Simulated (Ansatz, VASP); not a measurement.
## InTe4W: VASP beside Ansatz

```
CELL_PARAMETERS angstrom
3.26518 0.00000 0.00000
0.00000 3.26518 0.00000
0.00000 0.00000 16.32358
ATOMIC_POSITIONS crystal
In 0.00000 0.00000 0.00000
Te 0.50000 0.50000 0.16831
Te 0.00000 0.00000 0.60447
Te 0.00000 0.00000 0.39553
Te 0.50000 0.50000 0.83169
W 0.50000 0.50000 0.50000
```

Change from the starting cell: species swapped into the Hf4AgPd type (P4/mmm, No. 123).

Alike in both runs: functional PBE; k mesh 6 × 6 × 2; occupations gaussian, width 0.1 eV; no spin polarisation.

Ansatz relaxed the structure, and its values are those at the end. VASP's run is a single point on that final structure, the one shown.

|  | VASP | Ansatz |
| --- | --- | --- |
| version | VASP 6.6.1 | Ansatz 0.2.0 |
| potentials or method | VASP PAW PBE potentials, release 64 (In_d, Te, W_sv), cutoff 520 eV | scalar-relativistic, plane waves, PAW |
| valence electrons in the cell | 51 | 91 |

Ansatz gave:

```
gap on the k mesh at the Fermi level (eV) : none
pressure (GPa)                            : 0.1
rms of the force components (eV/Å)        : 0.008
```

What did VASP give for the same quantities?

gap on the k mesh at the Fermi level (eV): none; pressure (GPa): 0.1; rms of the force components (eV/Å): 0.013.

A gap of «none» marks a metal or a gap that the smearing closes. VASP's potentials hold 51 valence electrons a cell and Ansatz's 91, so a difference there can come from the potentials and not from the codes.

Spin-orbit coupling is off throughout.
